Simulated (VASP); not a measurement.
# BeTe: single point with r2SCAN

The system is BeTe.

```
Be Te
1.0
     0.00000    2.77088    2.77088
     2.77088    0.00000    2.77088
     2.77088    2.77088    0.00000
Be Te
1 1
Direct
  0.00000 0.00000 0.00000
  0.25000 0.25000 0.25000
```

This cell differs from its parent crystal: volume changed by -6%.

```json
{
  "Program": "VASP 6.6.1",
  "Task": "single point",
  "Functional": "r2SCAN",
  "Potentials or basis": "VASP PAW PBE potentials, release 64 (Be, Te)",
  "Cutoff": "520 eV",
  "k mesh": "6 × 6 × 6",
  "Occupations": "gaussian, width 0.01 eV",
  "Spin": "no spin polarisation"
}
```

```
Pressure               : 4.4 GPa
Band gap on the k mesh : 2.21 eV, indirect (least direct gap 3.96 eV)
```

Levels at points of the mesh, in eV from the valence-band top:
| k point | band 1 | band 2 | band 3 | band 4 | band 5 | band 6 | band 7 | band 8 |
| --- | --- | --- | --- | --- | --- | --- | --- | --- |
| (0.00, 0.00, 0.00) | -13.14 | 0.00 | 0.00 | 0.00 | 3.96 | 3.96 | 3.96 | 4.90 |
| (0.50, 0.00, 0.00) | -11.56 | -6.10 | -1.26 | -1.26 | 3.69 | 4.98 | 4.98 | 8.46 |
| (0.50, 0.50, 0.00) | -10.97 | -5.63 | -2.94 | -2.94 | 2.21 | 2.91 | 10.89 | 10.89 |

Run time: 38 s on 1 thread of Intel(R) Xeon(R) Platinum 8375C CPU @ 2.90GHz (Ice Lake), with other jobs on the host, peak memory 0.17 GiB.

Caveat: the PAW data sets were made with another functional, which shifts forces and pressure a little; spin-orbit coupling is left out, which moves the levels of the heavy elements. A k mesh can miss the band edges.
